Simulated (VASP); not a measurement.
# SnO2 in VASP: further runs

SnO2 is run at these levels: r2SCAN; tasks: single point.

Everything below comes from runs of VASP 6.6.1. Logs are shortened: lines on timing, memory, paths and dates and some standing lists are left out, and cuts for length are marked.

### 1 The cell of the first run

It takes space group I4/mmm (No. 139, tetragonal). Conventional cell: a = 3.583 Å, b = 3.583 Å, c = 5.219 Å, α = 90.00°, β = 90.00°, γ = 90.00°. Within 2.9 Å of Sn (site symmetry 4/mmm) lie 8 O at 2.22 Å. O (site symmetry -4m2) has 4 Sn at 2.22 Å and 6 O at 2.53 to 2.61 Å within 2.9 Å.

### 2 Single point, r2SCAN (uniaxial z strain +3.0%)

Contents of POSCAR:

```
SnO2
1.0
    0.0000000000      2.5334669703      2.6094709794
    2.5334669703      0.0000000000      2.6094709794
    2.5334669703      2.5334669703      0.0000000000
Sn O
1 2
Direct
    0.0000000000      0.0000000000      0.0000000000
    0.2500000000      0.2500000000      0.2500000000
    0.7500000000      0.7500000000      0.7500000000
```

Contents of INCAR.step1:

```
PREC     = Accurate       # precision mode
ENCUT    = 520            # plane-wave cutoff, eV
ISMEAR   = -1             # smearing method
SIGMA    = 0.02           # smearing width, eV
LREAL    = False          # projectors in reciprocal space
LASPH    = True           # aspherical terms in the spheres
NELM     = 60             # most SCF steps
NBANDS   = 20             # bands
GGA      = PE             # functional
ALGO     = Normal         # electronic algorithm
EDIFF    = 1E-4           # SCF threshold, eV
LWAVE    = True           # write WAVECAR
LCHARG   = False          # write CHGCAR
```

Contents of INCAR.step2:

```
PREC     = Accurate       # precision mode
ENCUT    = 520            # plane-wave cutoff, eV
EDIFF    = 1E-6           # SCF threshold, eV
ISMEAR   = -1             # smearing method
SIGMA    = 0.02           # smearing width, eV
LREAL    = False          # projectors in reciprocal space
LASPH    = True           # aspherical terms in the spheres
NELM     = 60             # most SCF steps
ALGO     = Normal         # electronic algorithm
ISIF     = 2              # what is computed and relaxed
LWAVE    = False          # write WAVECAR
LCHARG   = True           # write CHGCAR
METAGGA  = R2SCAN         # meta-GGA
LMIXTAU  = True         
LELF     = True           # ELF
LVHAR    = True         
NBANDS   = 20             # bands
ISTART   = 1
```

Contents of KPOINTS:

```
Automatic mesh
0
Gamma
  8 8 8
```

Potentials or basis: VASP PAW PBE potentials, release 64 (Sn_d, O).

The run is started by

```console
cat potpaw_PBE.64/Sn_d/POTCAR potpaw_PBE.64/O/POTCAR > POTCAR
cp INCAR.step1 INCAR
mpirun -np 1 vasp_std > vasp.out
cp INCAR.step2 INCAR
mpirun -np 1 vasp_std > vasp.out
```

OUTCAR:

```text
PREC = Accurate
   ENCUT = 520
   EDIFF = 1E-6
   ISMEAR = -1
   LREAL = False
   LASPH = True
   NELM = 60
   ISIF = 2
   METAGGA = R2SCAN
   ISTART = 1

 ion  position               nearest neighbor table
   1  0.000  0.000  0.000-   3 2.22   3 2.22   3 2.22   2 2.22   3 2.22   2 2.22   2 2.22   2 2.22

   2  0.250  0.250  0.250-   1 2.22   1 2.22   1 2.22   1 2.22
   3  0.750  0.750  0.750-   1 2.22   1 2.22   1 2.22   1 2.22

  LATTYP: Found a body centered tetragonal cell.
 ALAT       =     3.5828633492
 C/A-ratio  =     1.4566399692

  Lattice vectors:

 A1 = (  -2.5334669703,   0.0000000000,   2.6094709794)
 A2 = (   2.5334669703,   0.0000000000,   2.6094709794)
 A3 = (   0.0000000000,   2.5334669703,  -2.6094709794)

Analysis of symmetry for initial positions (statically):
=====================================================================
 Subroutine PRICEL returns:
 Original cell was already a primitive cell.

 Routine SETGRP: Setting up the symmetry group for a
 body centered tetragonal supercell.

 Subroutine GETGRP returns: Found 16 space group operations
 (whereof 16 operations were pure point group operations)
 out of a pool of 16 trial point group operations.

The static configuration has the point symmetry D_4h.

Analysis of symmetry for dynamics (positions and initial velocities):
=====================================================================
 Subroutine PRICEL returns:
 Original cell was already a primitive cell.

 Routine SETGRP: Setting up the symmetry group for a
 body centered tetragonal supercell.

 Subroutine GETGRP returns: Found 16 space group operations
 (whereof 16 operations were pure point group operations)
 out of a pool of 16 trial point group operations.

The dynamic configuration has the point symmetry D_4h.

 Subroutine INISYM returns: Found 16 space group operations
 (whereof 16 operations are pure point group operations),
 and found     1 'primitive' translations

----------------------------------------------------------------------------------------

                                     Primitive cell

  volume of cell :      33.4975

  direct lattice vectors                    reciprocal lattice vectors
     0.000000000  2.533466970  2.609470979    -0.197358010  0.197358010  0.191609719
     2.533466970  0.000000000  2.609470979     0.197358010 -0.197358010  0.191609719
     2.533466970  2.533466970  0.000000000     0.197358010  0.197358010 -0.191609719

  length of vectors
     3.637003393  3.637003393  3.582863349     0.338547859  0.338547859  0.338547859

  position of ions in fractional coordinates (direct lattice)
     0.000000000  0.000000000  0.000000000
     0.250000000  0.250000000  0.250000000
     0.750000000  0.750000000  0.750000000

  ion indices of the primitive-cell ions
   primitive index   ion index
                 1           1
                 2           2
                 3           3

----------------------------------------------------------------------------------------

 KPOINTS: Automatic mesh

Automatic generation of k-mesh.
 Grid dimensions read from file:
 generate k-points for:    8    8    8

 Generating k-lattice:

  Cartesian coordinates                     Fractional coordinates (reciprocal lattice)
    -0.024669751  0.024669751  0.023951215     0.125000000  0.000000000  0.000000000
     0.024669751 -0.024669751  0.023951215     0.000000000  0.125000000  0.000000000
     0.024669751  0.024669751 -0.023951215     0.000000000  0.000000000  0.125000000

  Length of vectors
     0.042318482  0.042318482  0.042318482

  Shift w.r.t. Gamma in fractional coordinates (k-lattice)
     0.000000000  0.000000000  0.000000000

 Subroutine IBZKPT returns following result:
 ===========================================

 Found     59 irreducible k-points:

 Following reciprocal coordinates:
            Coordinates               Weight
  0.000000  0.000000  0.000000      1.000000
  0.125000  0.000000  0.000000      8.000000
  0.250000  0.000000  0.000000      8.000000
  0.375000  0.000000  0.000000      8.000000
  0.500000  0.000000  0.000000      4.000000
  0.125000  0.125000  0.000000      2.000000
[... 16 lines left out ...]
  0.250000  0.000000  0.125000     16.000000
  0.375000  0.000000  0.125000     16.000000
 [... further k-points ...]
   k-points           NKPTS =     59   k-points in BZ     NKDIM =     59   number of bands    NBANDS=     20
   number of dos      NEDOS =    301   number of ions     NIONS =      3
   total plane-waves  NPLWV =  21952
   dimension x,y,z NGX =    28 NGY =   28 NGZ =   28
   dimension x,y,z NGXF=    56 NGYF=   56 NGZF=   56
   ions per type =               1   2
   NGX,Y,Z   is equivalent  to a cutoff of  12.80, 12.80, 12.99 a.u.
   NGXF,Y,Z  is equivalent  to a cutoff of  25.60, 25.60, 25.98 a.u.
 SYSTEM =  unknown system
   PREC   = accura    normal or accurate (medium, high low for compatibility)
   ISTART =      1    job   : 0-new  1-cont  2-samecut
   ICHARG =      0    charge: 1-file 2-atom 10-const
   ISPIN  =      1    spin polarized calculation?
   LNONCOLLINEAR =      F non collinear calculations
   LSORBIT =      F    spin-orbit coupling
   LASPH  =      T    aspherical Exc in radial PAW
   ENCUT  =  520.0 eV  38.22 Ry    6.18 a.u.   6.76  6.76  6.66*2*pi/ulx,y,z
   NELM   =     60;   NELMIN=  2; NELMDL=  0     # of ELM steps
   EDIFF  = 0.1E-05   stopping-criterion for ELM
   LREAL  =      F    real-space projection
   EDIFFG = 0.1E-04   stopping-criterion for IOM
   NSW    =      0    number of steps for IOM
   IBRION =     -1    ionic relax: 0-MD 1-quasi-New 2-CG
   NFREE  =      0    steps in history (QN), initial steepest desc. (CG)
   ISIF   =      2    stress and relaxation
   ISYM   =      2    0-nonsym 1-usesym 2-fastsym
   POTIM  = 0.5000    time-step for ionic-motion
   TEBEG  =    0.0;   TEEND  =   0.0 temperature during run
   PSTRESS=    0.0 pullay stress
   NELECT =      26.0000    total number of electrons
   NUPDOWN=      -1.0000    fix difference up-down
   EMIN   =  10.00;   EMAX   =-10.00  energy-range for DOS
   EFERMI =   0.00;   METHOD = LEGACY
   ISMEAR =    -1;   SIGMA  =   0.02  broadening in eV -4-tet -1-fermi 0-gaus
   EFERMI_NEDOS =   21; number of points for ismear=-14 and -15
   IALGO  =     38    algorithm
   IMIX   =      4    mixing-type and parameters
     AMIX     =   0.40;   BMIX     =  1.00
     AMIX_MAG =   1.60;   BMIX_MAG =  1.00
  volume/ion in A,a.u.               =      11.17        75.35
  Fermi-wavevector in a.u.,A,eV,Ry     =   1.504510  2.843111 30.797455  2.263549
  Thomas-Fermi vector in A             =   2.615480
   LORBIT       =      0    0 simple, 1 ext, 2 COOP (PROOUT), +10 PAW based schemes
   METAGGA = R2SCAN    functional components
   LHFCALC =     F    Hartree Fock is set to
   AEXX    =    0.0000 exact exchange contribution
   IVDW    =     0    specifies the selected vdW correction
   LEPSILON=     F    determine dielectric tensor
   LRPA    =     F    only Hartree local field effects (RPA)
 non-spin polarized calculation
  energy-cutoff  :      520.00
  volume of cell :       33.50
 maximum number of plane-waves:       917
   NGX = 13   NGY = 13   NGZ = 13

 number of electron      25.9999989 magnetization

 Free energy of the ion-electron system (eV)
  ---------------------------------------------------
  ext. energy  EPLUGINS =         0.00000000
  ---------------------------------------------------
  free energy    TOTEN  =       -41.44301414 eV

  energy without entropy =      -41.44301400  energy(sigma->0) =      -41.44301407

 E-fermi :   7.6189     XC(G=0): -12.5916

 val. band max:        7.4109583594   @ k =  -0.2500   0.2500   0.5000
 cond. band min:       7.8082866039   @ k =   0.0000   0.0000   0.0000
 fundamental gap:      0.3973282445
 Fermi energy:         7.6189438081

 k-point     1 :       0.0000    0.0000    0.0000
  band No.  band energies     occupation
      1     -13.9076      2.00000
      2     -13.8753      2.00000
      3     -13.8753      2.00000
      4     -13.7316      2.00000
      5     -13.7184      2.00000
      6     -13.1319      2.00000
[... 12 lines left out ...]
     19      23.0073      0.00000
     20      23.7807      0.00000

 k-point     2 :       0.1250    0.0000    0.0000
  band No.  band energies     occupation
      1     -13.9621      2.00000
      2     -13.8834      2.00000
      3     -13.8643      2.00000
      4     -13.7326      2.00000
      5     -13.7172      2.00000
      6     -12.9734      2.00000
[... 12 lines left out ...]
     19      23.0723      0.00000
     20      23.7959      0.00000

 k-point     3 :       0.2500    0.0000    0.0000
  band No.  band energies     occupation
      1     -14.1560      2.00000
      2     -13.8624      2.00000
      3     -13.8429      2.00000
      4     -13.7296      2.00000
      5     -13.7102      2.00000
      6     -12.4741      2.00000
[... 12 lines left out ...]
     19      23.7989      0.00000
     20      23.8944      0.00000

 k-point     4 :       0.3750    0.0000    0.0000
  band No.  band energies     occupation
      1     -14.3467      2.00000
      2     -13.8481      2.00000
      3     -13.8316      2.00000
      4     -13.7162      2.00000
      5     -13.6949      2.00000
      6     -11.7215      2.00000
[... 12 lines left out ...]
     19      23.6206      0.00000
     20      23.8179      0.00000

 k-point     5 :       0.5000    0.0000    0.0000
  band No.  band energies     occupation
      1     -14.4225      2.00000
      2     -13.8447      2.00000
      3     -13.8299      2.00000
      4     -13.7074      2.00000
      5     -13.6859      2.00000
      6     -11.1346      2.00000
[... 12 lines left out ...]
     19      23.3954      0.00000
     20      23.4242      0.00000
[... 353 lines left out ...]
      6     -11.6118      2.00000
[... 12 lines left out ...]
     19      25.3190      0.00000
     20      25.7387      0.00000

 k-point    22 :       0.1250    0.0000    0.1250
  band No.  band energies     occupation
      1     -13.9782      2.00000
      2     -13.8837      2.00000
      3     -13.8556      2.00000
      4     -13.7394      2.00000
      5     -13.7131      2.00000
      6     -12.9301      2.00000
[... 12 lines left out ...]
     19      23.2045      0.00000
     20      23.8596      0.00000

 k-point    23 :       0.2500    0.0000    0.1250
  band No.  band energies     occupation
      1     -14.1103      2.00000
      2     -13.8764      2.00000
      3     -13.8423      2.00000
      4     -13.7466      2.00000
      5     -13.7050      2.00000
      6     -12.5546      2.00000
[... 12 lines left out ...]
     19      23.6396      0.00000
     20      25.0159      0.00000

 k-point    24 :       0.3750    0.0000    0.1250
  band No.  band energies     occupation
      1     -14.2765      2.00000
      2     -13.8916      2.00000
      3     -13.8278      2.00000
      4     -13.7451      2.00000
      5     -13.6930      2.00000
      6     -11.8684      2.00000
[... 12 lines left out ...]
     19      23.7996      0.00000
     20      25.8881      0.00000

 [... further k-points ...]
[... 5 lines left out ...]
  --------------------------------------------------------------------------------------
  -------------------------------------------------------------------------------------
  Total       -0.0673650     -0.0673650     -2.9771885      0.0000000     -0.0000000      0.0000000
  in kB       -3.2220466     -3.2220466   -142.3980232      0.0000000     -0.0000000      0.0000000
  external PRESSURE =     -49.6140388 kB  Pullay stress =       0.0000000 kB

 VOLUME and BASIS-vectors are now :
 -----------------------------------------------------------------------------
  energy-cutoff  :      520.00
  volume of cell :       33.50
      direct lattice vectors                 reciprocal lattice vectors
     0.000000000  2.533466970  2.609470979    -0.197358010  0.197358010  0.191609719
     2.533466970  0.000000000  2.609470979     0.197358010 -0.197358010  0.191609719
     2.533466970  2.533466970  0.000000000     0.197358010  0.197358010 -0.191609719

 POSITION                                       TOTAL-FORCE (eV/Angst)
 -----------------------------------------------------------------------------------
      0.00000      0.00000      0.00000         0.000000     -0.000000     -0.000000
      1.26673      1.26673      1.30474         0.000000      0.000000      0.000000
      3.80020      3.80020      3.91421        -0.000000     -0.000000     -0.000000
 -----------------------------------------------------------------------------------
    total drift:                                0.000000     -0.000000      0.000000

  FREE ENERGIE OF THE ION-ELECTRON SYSTEM (eV)
  ---------------------------------------------------
  free  energy   TOTEN  =       -41.4430141362 eV

  energy  without entropy=      -41.4430140011  energy(sigma->0) =      -41.44301407
```

It took 4.9 min on 1 thread of AMD EPYC 7R13, shared host; peak memory 0.16 GiB.

Results:

* Free energy: -41.4430 eV
* Pressure: -5.0 GPa
* Band gap on the k mesh: 0.40 eV, indirect (least direct gap 1.73 eV)

Caveat: the cell differs from its parent crystal (uniaxial z strain +3.0%); the PAW data sets were made with another functional, which shifts forces and pressure a little; spin-orbit coupling is left out, which moves the levels of the heavy elements.

(Continued in part 2 of 2.)
